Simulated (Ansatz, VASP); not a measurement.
**Te2Mo: VASP beside Ansatz**

```xyz
3
Lattice="3.5740 0.0000 0.0000 -1.7870 3.0951 0.0000 0.0000 0.0000 33.2702" Properties=species:S:1:pos:R:3 pbc="T T T"
Te    0.0000    2.0634   14.8442
Te    0.0000    2.0634   18.4260
Mo    1.7870    1.0317   16.6351
```

Change from the starting cell: biaxial strain +0.020, atoms relaxed.

Alike in both runs: functional PBE; dispersion D3(BJ); k mesh 12 × 12 × 1; occupations gaussian, width 0.02 eV; no spin polarisation.

Ansatz relaxed the structure, and its values are those at the end. VASP's run is a single point on that final structure, the one shown.

|  | VASP | Ansatz |
| --- | --- | --- |
| version | VASP 6.6.1 | Ansatz 0.2.0 |
| potentials or method | VASP PAW PBE potentials, release 64 (Te, Mo_sv), cutoff 520 eV | scalar-relativistic, plane waves, PAW |
| valence electrons in the cell | 26 | 46 |

Ansatz gave:

```
gap on the k mesh at the Fermi level (eV) : 1.03
least direct gap on the mesh (eV)         : 1.03
rms of the force components (eV/Å)        : 0.001
```

Task: Estimate VASP's values.

Result: gap on the k mesh at the Fermi level (eV): 1.02; least direct gap on the mesh (eV): 1.02; rms of the force components (eV/Å): 0.007.

VASP's potentials hold 26 valence electrons a cell and Ansatz's 46, so a difference there can come from the potentials and not from the codes. Ansatz's warnings: stress scf threshold loose, xc potential rough in thin density.

Spin-orbit coupling is off throughout.
